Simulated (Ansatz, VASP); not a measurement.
## Be in VASP and in Ansatz

Contents of INCAR:

```
ALGO     = Fast           # electronic algorithm
EDIFF    = 1E-6           # SCF threshold, eV
ENCUT    = 520            # plane-wave cutoff, eV
GGA      = PS             # functional
ISIF     = 2              # what is computed and relaxed
ISMEAR   = 0              # smearing method
LASPH    = True           # aspherical terms in the spheres
LCHARG   = False          # write CHGCAR
LREAL    = False          # projectors in reciprocal space
LWAVE    = False          # write WAVECAR
NBANDS   = 12             # bands
NELM     = 100            # most SCF steps
PREC     = Accurate       # precision mode
SIGMA    = 0.1            # smearing width, eV
```

The input KPOINTS:

```
k-points
0
Gamma
  12 12 18
```

Contents of POSCAR:

```
Be
1.0
    3.8214880030      0.0000000000      0.0000000000
    0.0000000000      3.8214880030      0.0000000000
    0.0000000000      0.0000000000      2.1214307104
Be
4
Direct
    0.3162802147      0.3162802147      0.0000000000
    0.6837197853      0.6837197853      0.0000000000
    0.1837197853      0.8162802147      0.5000000000
    0.8162802147      0.1837197853      0.5000000000
```

Input for Ansatz:

```yaml
crystal:
  lattice:
    - [3.821488003, 0.0, 0.0]
    - [0.0, 3.821488003, 0.0]
    - [0.0, 0.0, 2.1214307104]
  atoms:
    - { symbol: Be, position: [0.3162802147, 0.3162802147, 0.0] }
    - { symbol: Be, position: [0.6837197853, 0.6837197853, 0.0] }
    - { symbol: Be, position: [0.1837197853, 0.8162802147, 0.5] }
    - { symbol: Be, position: [0.8162802147, 0.1837197853, 0.5] }
basis:
  ecutwfc: 420
kpoints:
  mp_grid: { grid: [12, 12, 18] }
hamiltonian:
  xc: pbesol
scf:
  occupations: { method: gaussian, width: 0.1 }
output:
  forces: true
  stress: true
  eigenvalues: true
```

Alike in both runs: task single point; functional PBEsol; k mesh 12 × 12 × 18; occupations gaussian, width 0.1 eV; no spin polarisation.

|  | VASP | Ansatz |
| --- | --- | --- |
| version | VASP 6.6.1 | Ansatz 0.2.0 |
| potentials or method | VASP PAW PBE potentials, release 64 (Be), cutoff 520 eV | scalar-relativistic, plane waves, PAW |
| valence electrons in the cell | 8 | 8 |

|  | VASP | Ansatz | Ansatz less VASP |
| --- | --- | --- | --- |
| gap on the k mesh at the Fermi level (eV) | none | none | - |
| pressure (GPa) | 6.0 | 5.6 | -0.39 |
| traceless stress, the component that is largest in VASP (GPa) | 11.95 | 11.94 | -0.009 |
| rms of the force components (eV/Å) | 0.467 | 0.464 | -0.0031 |

VASP's potentials were made for PBE, not for PBEsol. Atom by atom the forces differ by 0.003 eV/Å (rms over components). A gap of «none» marks a metal or a gap that the smearing closes. With one functional, cell and mesh, what is left measures potentials, basis and numerics.
